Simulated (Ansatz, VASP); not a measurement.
CaO: VASP beside Ansatz

```
CELL_PARAMETERS angstrom
0.00000 2.41539 2.41539
2.41539 0.00000 2.41539
2.41539 2.41539 0.00000
ATOMIC_POSITIONS crystal
Ca 0.00000 0.00000 0.00000
O 0.50000 0.50000 0.50000
```

Alike in both runs: functional PBE; k mesh 8 × 8 × 8; occupations gaussian, width 0.02 eV; no spin polarisation.

Ansatz relaxed the structure, and its values are those at the end. VASP's run is a single point on that final structure, the one shown.

```csv
,VASP,Ansatz
version,VASP 6.6.1,Ansatz 0.2.0
potentials or method,"VASP PAW PBE potentials, release 64 (Ca_sv, O), cutoff 520 eV","scalar-relativistic, plane waves, PAW"
valence electrons in the cell,16,16
```

|  | VASP | Ansatz | Ansatz less VASP |
| --- | --- | --- | --- |
| gap on the k mesh at the Fermi level (eV) | 3.64 | 3.66 | +0.019 |
| least direct gap on the mesh (eV) | 4.02 | 4.03 | +0.018 |
| pressure (GPa) | 0.5 | 0.0 | -0.53 |

The functional is the same, so the differences come from potentials, cutoffs and numerics.
